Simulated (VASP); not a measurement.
C, 10 atoms in the cell. Symmetry: Cm, No. 8, monoclinic system. Conventional cell: a = 4.315 Å, b = 2.491 Å, c = 10.260 Å, α = 90.00°, β = 92.01°, γ = 90.00°. C (site symmetry m) has 4 C at 1.53 Å within 2.0 Å. Within 2.0 Å of C (site symmetry m) lie 4 C at 1.53 Å. Within 2.0 Å of C (site symmetry m) lie 4 C at 1.53 Å. C (site symmetry m) has 4 C at 1.53 Å within 2.0 Å. Within 2.0 Å of C (site symmetry m) lie 4 C at 1.53 Å. Within 2.0 Å of C (site symmetry m) lie 4 C at 1.53 Å. C (site symmetry m) has 6 C at 1.53 to 2.10 Å within 2.1 Å. C (site symmetry m) has 4 C at 1.53 to 1.55 Å within 2.0 Å. 

| Property | Result |
| --- | --- |
| Program | VASP 6.6.1 |
| Task | single point |
| Functional | LDA |
| Potentials or basis | VASP PAW LDA potentials, release 64 (C_h) |
| Cutoff | 910 eV |
| k mesh | 10 × 10 × 3 |
| Occupations | gaussian, width 0.05 eV |
| Spin | no spin polarisation |
| Dipole correction | no |
| Further INCAR settings | ALGO = Normal; EDIFF = 1e-06; NBANDS = 31 |

Potentials or basis: VASP PAW LDA potentials, release 64 (C_h).

Launch:

```bash
$ cat potpaw_LDA.64/C_h/POTCAR > POTCAR
$ mpirun -np 1 vasp_std > vasp.out
```

Hardware: 1 thread of AMD EPYC 9R45 96-Core Processor (Zen 5), on a shared host.

Question: Estimate the wall time of this run.

Answer: Run time: 4.2 min on 1 thread of AMD EPYC 9R45 96-Core Processor (Zen 5), with other jobs on the host, peak memory 0.32 GiB. Counts: scf iterations 13, k points 86.
